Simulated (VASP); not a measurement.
Write the native input for VASP 6.6.1 that does the following.

- Task: relaxation of cell and atoms
- Functional: r2SCAN
- Potentials or basis: VASP PAW PBE potentials, release 64 (Pt, Se)
- Cutoff: 600 eV
- k mesh: 12 × 12 × 10
- Occupations: gaussian, width 0.1 eV
- Spin: no spin polarisation
- Target pressure: 15 GPa
- Dipole correction: no
- Further INCAR settings: ALGO = Normal; EDIFF = 1e-07; IBRION = 2; EDIFFG = -0.008; NSW = 70; ISIF = 3

PtSe2:

```
CELL_PARAMETERS angstrom
3.61877 0.00000 0.00000
-1.80939 3.13395 0.00000
0.00000 0.00000 4.58481
ATOMIC_POSITIONS crystal
Pt 0.00000 0.00000 0.00000
Se 0.66667 0.33333 0.72960
Se 0.33333 0.66667 0.27040
```

The input as run:

POSCAR

```
PtSe2
1.0
    3.6187749144      0.0000000000      0.0000000000
   -1.8093874572      3.1339510064      0.0000000000
    0.0000000000      0.0000000000      4.5848109217
Pt Se
1 2
Direct
    0.0000000000      0.0000000000      0.0000000000
    0.6666666667      0.3333333333      0.7296022648
    0.3333333333      0.6666666667      0.2703977352
```

INCAR.step1

```
SYSTEM = PtSe2
  PREC = Accurate
  ENCUT = 600
  ISMEAR = 0
  SIGMA = 0.1
  LREAL = .FALSE.
  LASPH = .TRUE.
  NELM = 60
  GGA = PE
  ALGO = Normal
  EDIFF = 1E-4
  LWAVE = .TRUE.
  LCHARG = .FALSE.
```

INCAR.step2

```
SYSTEM = PtSe2
  PREC = Accurate
  ENCUT = 600
  EDIFF = 1E-7
  ISMEAR = 0
  SIGMA = 0.1
  LREAL = .FALSE.
  LASPH = .TRUE.
  NELM = 60
  ALGO = Normal
  ISIF = 3
  LWAVE = .FALSE.
  LCHARG = .FALSE.
  METAGGA = R2SCAN
  LMIXTAU = .TRUE.
  IBRION = 2
  NSW = 70
  EDIFFG = -0.008
  PSTRESS = 150.0
  ISTART = 1
```

KPOINTS

```
regular mesh
0
G
  12 12 10
  0 0 0
```

Potentials or basis: VASP PAW PBE potentials, release 64 (Pt, Se).

Launch:

```bash
$ cat potpaw_PBE.64/Pt/POTCAR potpaw_PBE.64/Se/POTCAR > POTCAR
$ cp INCAR.step1 INCAR
$ mpirun -np 1 vasp_std > vasp.out
$ cp INCAR.step2 INCAR
$ mpirun -np 1 vasp_std > vasp.out
```

It gave:

| Property | Result |
| --- | --- |
| Relaxed volume | 17.69 Å³/atom |
| Relaxed cell | a = 3.687 Å, b = 3.687 Å, c = 4.506 Å, α = 90.00°, β = 90.00°, γ = 120.00° |
| Space group after relaxing (to 0.1 Å) | P-3m1 (No. 164) |
| Energy change on relaxing (the run minimises the enthalpy) | -63.7 meV/atom |
| Ionic steps | 10 |
| Pressure after relaxing | 15.0 GPa |
| Largest force after relaxing | 0.004 eV/Å |
| Band gap on the k mesh | zero (bands 11 and 12 overlap by 0.66 eV) |

Caveat: the cell is relaxed towards a set pressure, so the run minimises the enthalpy, not the energy; the PAW data sets were made with another functional, which shifts forces and pressure a little; spin-orbit coupling is left out, which moves the levels of the heavy elements.

Wall time 100 min on 1 thread of Oxide Virtual Turin-like Processor (shared host), peak memory 0.31 GiB.
